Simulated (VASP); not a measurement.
A run of VASP 6.6.1:

Contents of POSCAR:

```
GaAs
1.0
    0.0000000000      2.6645247173      2.6645247173
    2.6645247173      0.0000000000      2.6645247173
    2.6645247173      2.6645247173      0.0000000000
Ga As
1 1
Direct
    0.0000000000      0.0000000000      0.0000000000
    0.5000000000      0.5000000000      0.5000000000
```

The input INCAR.step1:

```
SYSTEM = GaAs
ALGO = Normal
EDIFF = 1E-5
ENCUT = 400
GGA = PE
GGA_COMPAT = .FALSE.
ISIF = 2
ISMEAR = -1
LASPH = .TRUE.
LREAL = .FALSE.
LWAVE = .TRUE.
NBANDS = 21
NELM = 120
PREC = Accurate
SIGMA = 0.02
```

File INCAR.step2:

```
SYSTEM = GaAs
AEXX = 0.5
ALGO = Normal
EDIFF = 1E-6
ENCUT = 400
GGA = PE
GGA_COMPAT = .FALSE.
ISIF = 2
ISMEAR = -1
ISTART = 1
LASPH = .TRUE.
LCHARG = .TRUE.
LELF = .TRUE.
LHFCALC = .TRUE.
LREAL = .FALSE.
LVHAR = .TRUE.
LWAVE = .FALSE.
NBANDS = 21
NELM = 120
PREC = Accurate
PRECFOCK = Normal
SIGMA = 0.02
```

The input KPOINTS:

```
k-points
0
G
  4 4 4
  0 0 0
```

Potentials or basis: VASP PAW PBE potentials, release 64 (Ga_d, As_d).

Command:

```bash
$ cat potpaw_PBE.64/Ga_d/POTCAR potpaw_PBE.64/As_d/POTCAR > POTCAR
$ cp INCAR.step1 INCAR
$ mpirun -np 1 vasp_std > vasp.out
$ cp INCAR.step2 INCAR
$ mpirun -np 1 vasp_std > vasp.out
```

Hardware: 1 thread of Intel(R) Xeon(R) Platinum 8259CL CPU @ 2.50GHz (Skylake/Cascade Lake) (shared host).

Problem. How long does it take, and how much memory?

Solution. Wall time 16 min on 1 thread of Intel(R) Xeon(R) Platinum 8259CL CPU @ 2.50GHz (Skylake/Cascade Lake), on a shared host, peak memory 0.17 GiB. Counts: k points 8.
